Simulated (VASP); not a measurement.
Wanted: the native input for a VASP 6.6.1 run.

```yaml
Task: single point
Functional: PBEsol
Potentials_or_basis: VASP PAW PBE potentials, release 64 (Al)
Cutoff: 520 eV
k_mesh: 18 × 18 × 10
Occupations: gaussian, width 0.15 eV
Spin: no spin polarisation
Dipole_correction: no
Further_INCAR_settings: ALGO = Fast; EDIFF = 1e-06; NBANDS = 10
```

The structure of Al lies in POSCAR:

```
Al
1.0
    2.8124553515      0.0000000000      0.0000000000
   -1.4062276757      2.4356577814      0.0000000000
    0.0000000000      0.0000000000      4.8668500000
Al
2
Direct
    0.5742891571      0.1485783142      0.7500000000
    0.3333333333      0.6666666667      0.2500000000
```

This cell differs from its parent crystal: atom 1 (Al) moved by (+0.000, -0.450) A along x and y.

These files were run (other wordings do the same):

INCAR

```
SYSTEM = Al
PREC     = Accurate       ! precision mode
ENCUT    = 520            ! plane-wave cutoff, eV
EDIFF    = 1E-6           ! SCF threshold, eV
ISMEAR   = 0              ! smearing method
SIGMA    = 0.15           ! smearing width, eV
LREAL    = .False.        ! projectors in reciprocal space
LASPH    = .True.         ! aspherical terms in the spheres
NELM     = 80             ! most SCF steps
ALGO     = Fast           ! electronic algorithm
ISIF     = 2              ! what is computed and relaxed
LWAVE    = .False.        ! write WAVECAR
LCHARG   = .True.         ! write CHGCAR
GGA      = PS             ! functional
LELF     = .True.         ! ELF
LVHAR    = .True.       
NBANDS   = 10             ! bands
```

KPOINTS

```
Automatic mesh
0
Gamma
  18 18 10
  0 0 0
```

Potentials or basis: VASP PAW PBE potentials, release 64 (Al).

Run with:

```sh
$ cat potpaw_PBE.64/Al/POTCAR > POTCAR
$ mpirun -np 1 vasp_std > vasp.out
```

It gave:

| Property | Result |
| --- | --- |
| Pressure | 0.4 GPa |
| Largest force | 0.465 eV/Å |
| Band gap on the k mesh | zero (bands 3 and 4 overlap by 6.67 eV) |

Caveat: the cell differs from its parent crystal (atom 1 (Al) moved by (+0.000, -0.450) A along x and y); the PAW data sets were made with another functional, which shifts forces and pressure a little.

It took 3.1 min on 1 thread of Intel(R) Xeon(R) Platinum 8259CL CPU @ 2.50GHz (Skylake/Cascade Lake), with other jobs on the host, peak memory 0.26 GiB.
